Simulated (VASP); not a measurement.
Wanted: the native input for a VASP 6.6.1 run.

```
Task                   : single point
Functional             : r2SCAN
Potentials or basis    : VASP PAW PBE potentials, release 64 (Ta_pv, N)
Cutoff                 : 520 eV
k mesh                 : 16 × 16 × 12
Occupations            : gaussian, width 0.1 eV
Spin                   : no spin polarisation
Dipole correction      : no
Further INCAR settings : ALGO = Normal; EDIFF = 1e-06; NBANDS = 24
```

Crystal: TaN.

```
Ta N
1.0
     2.19827    2.19827    0.00000
    -2.19827    2.19827    0.00000
     0.00000    0.00000    4.39653
Ta N
2 2
Direct
  0.50000 0.50000 0.00000
  0.00000 0.00000 0.50000
  0.00000 0.00000 0.00000
  0.50000 0.50000 0.50000
```

These files were run (other wordings do the same):

POSCAR

```
TaN
1.0
    2.1982663156      2.1982663156      0.0000000000
   -2.1982663156      2.1982663156      0.0000000000
    0.0000000000      0.0000000000      4.3965326312
Ta N
2 2
Direct
    0.5000000000      0.5000000000      0.0000000000
    0.0000000000      0.0000000000      0.5000000000
    0.0000000000      0.0000000000      0.0000000000
    0.5000000000      0.5000000000      0.5000000000
```

INCAR.step1

```
ALGO = Normal
EDIFF = 1E-4
ENCUT = 520
GGA = PE
ISMEAR = 0
LASPH = T
LCHARG = F
LREAL = F
LWAVE = T
NBANDS = 24
NELM = 60
PREC = Accurate
SIGMA = 0.1
```

INCAR.step2

```
ALGO = Normal
EDIFF = 1E-6
ENCUT = 520
ISIF = 2
ISMEAR = 0
ISTART = 1
LASPH = T
LCHARG = T
LELF = T
LMIXTAU = T
LREAL = F
LVHAR = T
LWAVE = F
METAGGA = R2SCAN
NBANDS = 24
NELM = 60
PREC = Accurate
SIGMA = 0.1
```

KPOINTS

```
k-points
0
Gamma
  16 16 12
```

Potentials or basis: VASP PAW PBE potentials, release 64 (Ta_pv, N).

Run with:

```sh
$ cat potpaw_PBE.64/Ta_pv/POTCAR potpaw_PBE.64/N/POTCAR > POTCAR
$ cp INCAR.step1 INCAR
$ mpirun -np 1 vasp_std > vasp.out
$ cp INCAR.step2 INCAR
$ mpirun -np 1 vasp_std > vasp.out
```

It gave:

| Quantity | Value |
| --- | --- |
| Pressure | 1.9 GPa |
| Band gap on the k mesh | zero (bands 16 and 17 overlap by 4.10 eV) |

Caveat: the PAW data sets were made with another functional, which shifts forces and pressure a little; spin-orbit coupling is left out, which moves the levels of the heavy elements.

It took 17 min on 1 thread of Oxide Virtual Turin-like Processor, on a shared host, peak memory 0.35 GiB.
